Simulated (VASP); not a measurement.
# Sb (Pm-3m) in VASP: single point with PBEsol

Aim: the single point of Sb with PBEsol.

All numbers are computed with VASP 6.6.1; they aren't measurements. Logs are shortened: lines on timing, memory, paths and dates and some standing lists are left out, and cuts for length are marked.

### 1 The cell of the first run

It takes space group Pm-3m (No. 221, cubic). The conventional cell has a = 3.222 Å, b = 3.222 Å, c = 3.222 Å, α = 90.00°, β = 90.00°, γ = 90.00°. Within 4.2 Å of Sb (site symmetry m-3m) lie 6 Sb at 3.22 Å.

### 2 Single point, PBEsol (volume scaled by 1.06)

File INCAR:

```
SYSTEM = Sb
PREC = Accurate
ENCUT = 520
EDIFF = 1E-6
ISMEAR = -1
SIGMA = 0.08
LREAL = .False.
LASPH = .True.
NELM = 80
ALGO = Normal
ISIF = 2
LWAVE = .False.
LCHARG = .True.
GGA = PS
LELF = .True.
LVHAR = .True.
NBANDS = 8
```

File KPOINTS:

```
Automatic mesh
0
Gamma
  12 12 12
  0 0 0
```

File POSCAR:

```
Sb
1.0
    3.2219765188      0.0000000000      0.0000000000
    0.0000000000      3.2219765188      0.0000000000
    0.0000000000      0.0000000000      3.2219765188
Sb
1
Direct
    0.0000000000      0.0000000000      0.0000000000
```

Potentials or basis: VASP PAW PBE potentials, release 64 (Sb).

Command:

```
cat potpaw_PBE.64/Sb/POTCAR > POTCAR
mpirun -np 1 vasp_std > vasp.out
```

OUTCAR:

```text
SYSTEM = Sb
   PREC = Accurate
   ENCUT = 520
   EDIFF = 1E-6
   ISMEAR = -1
   LREAL = .False.
   LASPH = .True.
   NELM = 80
   ISIF = 2
   GGA = PS

 ion  position               nearest neighbor table
   1  0.000  0.000  0.000-

  LATTYP: Found a simple cubic cell.
 ALAT       =     3.2219765188

  Lattice vectors:

 A1 = (   3.2219765188,   0.0000000000,   0.0000000000)
 A2 = (   0.0000000000,   3.2219765188,   0.0000000000)
 A3 = (   0.0000000000,   0.0000000000,   3.2219765188)

Analysis of symmetry for initial positions (statically):
=====================================================================
 Subroutine PRICEL returns:
 Original cell was already a primitive cell.

 Routine SETGRP: Setting up the symmetry group for a
 simple cubic supercell.

 Subroutine GETGRP returns: Found 48 space group operations
 (whereof 48 operations were pure point group operations)
 out of a pool of 48 trial point group operations.

The static configuration has the point symmetry O_h .

Analysis of symmetry for dynamics (positions and initial velocities):
=====================================================================
 Subroutine PRICEL returns:
 Original cell was already a primitive cell.

 Routine SETGRP: Setting up the symmetry group for a
 simple cubic supercell.

 Subroutine GETGRP returns: Found 48 space group operations
 (whereof 48 operations were pure point group operations)
 out of a pool of 48 trial point group operations.

The dynamic configuration has the point symmetry O_h .

 Subroutine INISYM returns: Found 48 space group operations
 (whereof 48 operations are pure point group operations),
 and found     1 'primitive' translations

----------------------------------------------------------------------------------------

                                     Primitive cell

  volume of cell :      33.4478

  direct lattice vectors                    reciprocal lattice vectors
     3.221976519  0.000000000  0.000000000     0.310368494  0.000000000  0.000000000
     0.000000000  3.221976519  0.000000000     0.000000000  0.310368494  0.000000000
     0.000000000  0.000000000  3.221976519     0.000000000  0.000000000  0.310368494

  length of vectors
     3.221976519  3.221976519  3.221976519     0.310368494  0.310368494  0.310368494

  position of ions in fractional coordinates (direct lattice)
     0.000000000  0.000000000  0.000000000

  ion indices of the primitive-cell ions
   primitive index   ion index
                 1           1

----------------------------------------------------------------------------------------

 KPOINTS: Automatic mesh

Automatic generation of k-mesh.
 Grid dimensions read from file:
 generate k-points for:   12   12   12

 Generating k-lattice:

  Cartesian coordinates                     Fractional coordinates (reciprocal lattice)
     0.025864041  0.000000000  0.000000000     0.083333333  0.000000000  0.000000000
     0.000000000  0.025864041  0.000000000     0.000000000  0.083333333  0.000000000
     0.000000000  0.000000000  0.025864041     0.000000000  0.000000000  0.083333333

  Length of vectors
     0.025864041  0.025864041  0.025864041

  Shift w.r.t. Gamma in fractional coordinates (k-lattice)
     0.000000000  0.000000000  0.000000000

 Subroutine IBZKPT returns following result:
 ===========================================

 Found     84 irreducible k-points:

 Following reciprocal coordinates:
            Coordinates               Weight
  0.000000  0.000000  0.000000      1.000000
  0.083333  0.000000  0.000000      6.000000
  0.166667  0.000000  0.000000      6.000000
  0.250000  0.000000  0.000000      6.000000
  0.333333  0.000000  0.000000      6.000000
  0.416667  0.000000  0.000000      6.000000
[... 16 lines left out ...]
  0.333333  0.333333  0.000000     12.000000
  0.416667  0.333333  0.000000     24.000000
 [... further k-points ...]
   k-points           NKPTS =     84   k-points in BZ     NKDIM =     84   number of bands    NBANDS=      8
   number of dos      NEDOS =    301   number of ions     NIONS =      1
   total plane-waves  NPLWV =  13824
   dimension x,y,z NGX =    24 NGY =   24 NGZ =   24
   dimension x,y,z NGXF=    48 NGYF=   48 NGZF=   48
   ions per type =               1
   NGX,Y,Z   is equivalent  to a cutoff of  12.38, 12.38, 12.38 a.u.
   NGXF,Y,Z  is equivalent  to a cutoff of  24.77, 24.77, 24.77 a.u.
 SYSTEM =  Sb
   PREC   = accura    normal or accurate (medium, high low for compatibility)
   ISTART =      0    job   : 0-new  1-cont  2-samecut
   ICHARG =      2    charge: 1-file 2-atom 10-const
   ISPIN  =      1    spin polarized calculation?
   LNONCOLLINEAR =      F non collinear calculations
   LSORBIT =      F    spin-orbit coupling
   LASPH  =      T    aspherical Exc in radial PAW
   ENCUT  =  520.0 eV  38.22 Ry    6.18 a.u.   5.99  5.99  5.99*2*pi/ulx,y,z
   NELM   =     80;   NELMIN=  2; NELMDL= -5     # of ELM steps
   EDIFF  = 0.1E-05   stopping-criterion for ELM
   LREAL  =      F    real-space projection
   EDIFFG = 0.1E-04   stopping-criterion for IOM
   NSW    =      0    number of steps for IOM
   IBRION =     -1    ionic relax: 0-MD 1-quasi-New 2-CG
   NFREE  =      0    steps in history (QN), initial steepest desc. (CG)
   ISIF   =      2    stress and relaxation
   ISYM   =      2    0-nonsym 1-usesym 2-fastsym
   POTIM  = 0.5000    time-step for ionic-motion
   TEBEG  =    0.0;   TEEND  =   0.0 temperature during run
   PSTRESS=    0.0 pullay stress
   NELECT =       5.0000    total number of electrons
   NUPDOWN=      -1.0000    fix difference up-down
   EMIN   =  10.00;   EMAX   =-10.00  energy-range for DOS
   EFERMI =   0.00;   METHOD = LEGACY
   ISMEAR =    -1;   SIGMA  =   0.08  broadening in eV -4-tet -1-fermi 0-gaus
   EFERMI_NEDOS =   21; number of points for ismear=-14 and -15
   IALGO  =     38    algorithm
   IMIX   =      4    mixing-type and parameters
     AMIX     =   0.40;   BMIX     =  1.00
     AMIX_MAG =   1.60;   BMIX_MAG =  1.00
  volume/ion in A,a.u.               =      33.45       225.72
  Fermi-wavevector in a.u.,A,eV,Ry     =   0.868845  1.641880 10.270932  0.754892
  Thomas-Fermi vector in A             =   1.987582
   LORBIT       =      0    0 simple, 1 ext, 2 COOP (PROOUT), +10 PAW based schemes
   GGA     = PS    functional components
   LHFCALC =     F    Hartree Fock is set to
   AEXX    =    0.0000 exact exchange contribution
   IVDW    =     0    specifies the selected vdW correction
   LEPSILON=     F    determine dielectric tensor
   LRPA    =     F    only Hartree local field effects (RPA)
 non-spin polarized calculation
  energy-cutoff  :      520.00
  volume of cell :       33.45
 maximum number of plane-waves:       922
 NGX is ok and might be reduce to    24
   NGX = 11   NGY = 11   NGZ = 11

 number of electron       5.0000000 magnetization

 Free energy of the ion-electron system (eV)
  ---------------------------------------------------
  ext. energy  EPLUGINS =         0.00000000
  ---------------------------------------------------
  free energy    TOTEN  =        -4.41683632 eV

  energy without entropy =       -4.40074641  energy(sigma->0) =       -4.40879136

 E-fermi :   5.6750     XC(G=0):  -9.2793

 val. band max:        5.6710665825   @ k =   0.4167   0.2500   0.0833
 cond. band min:       5.6786114684   @ k =   0.3333   0.2500   0.2500
 fundamental gap:      0.0075448859
 Fermi energy:         5.6750108028

 k-point     1 :       0.0000    0.0000    0.0000
  band No.  band energies     occupation
      1      -5.9521      2.00000
      2       8.5963      0.00000
      3       8.5963      0.00000
      4       8.5963      0.00000
      5      12.4666      0.00000
      6      12.4666      0.00000
      7      13.0810      0.00000
      8      22.6922      0.00000

 k-point     2 :       0.0833    0.0000    0.0000
  band No.  band energies     occupation
      1      -5.8633      2.00000
      2       7.5413      0.00000
      3       8.6810      0.00000
      4       8.6810      0.00000
      5      12.5423      0.00000
      6      12.8855      0.00000
      7      13.9401      0.00000
      8      21.7824      0.00000

 k-point     3 :       0.1667    0.0000    0.0000
  band No.  band energies     occupation
      1      -5.6016      2.00000
      2       5.7107      0.78042
      3       8.9254      0.00000
      4       8.9254      0.00000
      5      12.7672      0.00000
      6      13.1901      0.00000
      7      16.1097      0.00000
      8      20.3743      0.00000

 k-point     4 :       0.2500    0.0000    0.0000
  band No.  band energies     occupation
      1      -5.1853      2.00000
      2       3.9150      2.00000
      3       9.2971      0.00000
      4       9.2971      0.00000
      5      13.1321      0.00000
      6      13.6247      0.00000
      7      18.2994      0.00000
      8      19.0169      0.00000

 k-point     5 :       0.3333    0.0000    0.0000
  band No.  band energies     occupation
      1      -4.6625      2.00000
      2       2.3615      2.00000
      3       9.7293      0.00000
      4       9.7293      0.00000
      5      13.6100      0.00000
      6      14.2303      0.00000
      7      17.8550      0.00000
      8      17.8550      0.00000

 k-point     6 :       0.4167    0.0000    0.0000
  band No.  band energies     occupation
      1      -4.1565      2.00000
      2       1.2237      2.00000
      3      10.1029      0.00000
      4      10.1029      0.00000
      5      14.1139      0.00000
      6      15.0128      0.00000
      7      17.0353      0.00000
      8      17.0353      0.00000

 k-point     7 :       0.5000    0.0000    0.0000
  band No.  band energies     occupation
      1      -3.9239      2.00000
      2       0.7785      2.00000
      3      10.2569      0.00000
      4      10.2569      0.00000
      5      14.3746      0.00000
      6      15.8142      0.00000
      7      16.2018      0.00000
      8      16.7313      0.00000

 k-point     8 :       0.0833    0.0833    0.0000
  band No.  band energies     occupation
      1      -5.7745      2.00000
      2       7.5877      0.00000
      3       7.6672      0.00000
      4       8.7657      0.00000
      5      12.7753      0.00000
      6      13.7587      0.00000
      7      14.1731      0.00000
      8      20.6566      0.00000

 k-point     9 :       0.1667    0.0833    0.0000
  band No.  band energies     occupation
      1      -5.5127      2.00000
      2       5.7963      0.36010
      3       7.8787      0.00000
      4       9.0102      0.00000
      5      13.0256      0.00000
      6      14.1680      0.00000
      7      16.1432      0.00000
      8      19.1272      0.00000

 k-point    10 :       0.2500    0.0833    0.0000
  band No.  band energies     occupation
      1      -5.0963      2.00000
      2       4.0013      2.00000
      3       8.2638      0.00000
      4       9.3820      0.00000
      5      13.4135      0.00000
      6      14.4991      0.00000
      7      17.3537      0.00000
      8      18.7230      0.00000
[... 78 lines left out ...]
 k-point    18 :       0.5000    0.1667    0.0000
  band No.  band energies     occupation
      1      -3.5683      2.00000
      2       1.1137      2.00000
      3       7.5656      0.00000
      4      10.5866      0.00000
      5      12.5463      0.00000
      6      15.3671      0.00000
      7      16.8232      0.00000
      8      17.0195      0.00000

 k-point    19 :       0.2500    0.2500    0.0000
  band No.  band energies     occupation
      1      -4.4159      2.00000
      2       4.5343      2.00000
      3       4.7735      1.99997
      4       9.9988      0.00000
      5      13.4170      0.00000
      6      14.3672      0.00000
      7      18.9840      0.00000
      8      19.3055      0.00000

 k-point    20 :       0.3333    0.2500    0.0000
  band No.  band energies     occupation
      1      -3.8898      2.00000
      2       3.0899      2.00000
      3       5.1447      1.99736
      4      10.4305      0.00000
      5      12.2142      0.00000
      6      14.7646      0.00000
      7      18.4556      0.00000
      8      18.8369      0.00000

 k-point    21 :       0.4167    0.2500    0.0000
  band No.  band energies     occupation
      1      -3.3787      2.00000
      2       1.9496      2.00000
      3       5.5875      1.49801
      4      10.8029      0.00000
      5      11.2529      0.00000
      6      15.3950      0.00000
      7      17.6625      0.00000
      8      17.8233      0.00000

 k-point    22 :       0.5000    0.2500    0.0000
  band No.  band energies     occupation
      1      -3.1428      2.00000
      2       1.5013      2.00000
      3       5.7826      0.41357
      4      10.8811      0.00000
      5      10.9562      0.00000
      6      15.8298      0.00000
      7      17.2352      0.00000
      8      17.3670      0.00000

 k-point    23 :       0.3333    0.3333    0.0000
  band No.  band energies     occupation
      1      -3.3597      2.00000
      2       3.4592      2.00000
      3       3.6939      2.00000
      4      10.8509      0.00000
      5      10.8602      0.00000
      6      15.2976      0.00000
      7      18.7370      0.00000
      8      19.0500      0.00000

 k-point    24 :       0.4167    0.3333    0.0000
  band No.  band energies     occupation
      1      -2.8421      2.00000
      2       2.4191      2.00000
      3       4.0224      2.00000
      4       9.8661      0.00000
      5      11.2295      0.00000
      6      15.9476      0.00000
      7      18.0991      0.00000
      8      18.3563      0.00000

 [... further k-points ...]

------------------------ aborting loop because EDIFF is reached ----------------------------------------

  FORCE on cell =-STRESS in cart. coord.  units (eV):
  Direction    XX          YY          ZZ          XY          YZ          ZX
  --------------------------------------------------------------------------------------
  -------------------------------------------------------------------------------------
  Total       -1.3729507     -1.3729507     -1.3729507     -0.0000000     -0.0000000     -0.0000000
  in kB      -65.7655426    -65.7655426    -65.7655426     -0.0000000     -0.0000000     -0.0000000
  external PRESSURE =     -65.7655426 kB  Pullay stress =       0.0000000 kB

 VOLUME and BASIS-vectors are now :
 -----------------------------------------------------------------------------
  energy-cutoff  :      520.00
  volume of cell :       33.45
      direct lattice vectors                 reciprocal lattice vectors
     3.221976519  0.000000000  0.000000000     0.310368494  0.000000000  0.000000000
     0.000000000  3.221976519  0.000000000     0.000000000  0.310368494  0.000000000
     0.000000000  0.000000000  3.221976519     0.000000000  0.000000000  0.310368494

 POSITION                                       TOTAL-FORCE (eV/Angst)
 -----------------------------------------------------------------------------------
      0.00000      0.00000      0.00000         0.000000      0.000000      0.000000
 -----------------------------------------------------------------------------------
    total drift:                                0.000000      0.000000      0.000000

  FREE ENERGIE OF THE ION-ELECTRON SYSTEM (eV)
  ---------------------------------------------------
  free  energy   TOTEN  =        -4.4168363156 eV

  energy  without entropy=       -4.4007464105  energy(sigma->0) =       -4.40879136
```

It took 5.4 s on 1 thread of Intel Xeon 6975P-C, shared host; peak memory 0.15 GiB.

Results:

```yaml
Free_energy: -4.4168 eV
Pressure: -6.6 GPa
```

Caveat: the PAW data sets were made with another functional, which shifts forces and pressure a little; spin-orbit coupling is left out, which moves the levels of the heavy elements.
